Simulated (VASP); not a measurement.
Crystal: GaN.

```
Ga N
1.0
     0.00000    2.13524    2.13524
     2.13524    0.00000    2.13524
     2.13524    2.13524    0.00000
Ga N
1 1
Direct
  0.00000 0.00000 0.00000
  0.50000 0.50000 0.50000
```

```yaml
Program: VASP 6.6.1
Task: relaxation of cell and atoms
Functional: PBEsol
Potentials_or_basis: VASP PAW PBE potentials, release 64 (Ga_d, N)
Cutoff: 600 eV
k_mesh: 11 × 11 × 11
Occupations: fermi-dirac, width 0.05 eV
Spin: no spin polarisation
```

At the start: pressure -7.4 GPa; volume 9.74 Å³/atom.

Question: Where does the relaxation end?

Answer: Over 3 steps the energy falls by 8.0 meV/atom and the volume is 9.40 Å³/atom (-3.4 %); space group Fm-3m (No. 225, to 0.05 Å).

The path:
| step | energy change (eV) | largest force (eV/Å) | pressure (GPa) | volume (Å³) |
| --- | --- | --- | --- | --- |
| 1 | 0.0000 | 0.0000 | -7.44 | 19.47 |
| 2 | -0.0021 | 0.0000 | 7.80 | 18.22 |
| 3 | -0.0159 | 0.0000 | -0.03 | 18.81 |

Final structure:
```xyz
2
Lattice="0.0000 2.1108 2.1108 2.1108 0.0000 2.1108 2.1108 2.1108 0.0000" Properties=species:S:1:pos:R:3 pbc="T T T"
Ga    0.0000    0.0000    0.0000
N     2.1108    2.1108    2.1108
```

Caveat: the PAW data sets were made with another functional, which shifts forces and pressure a little.
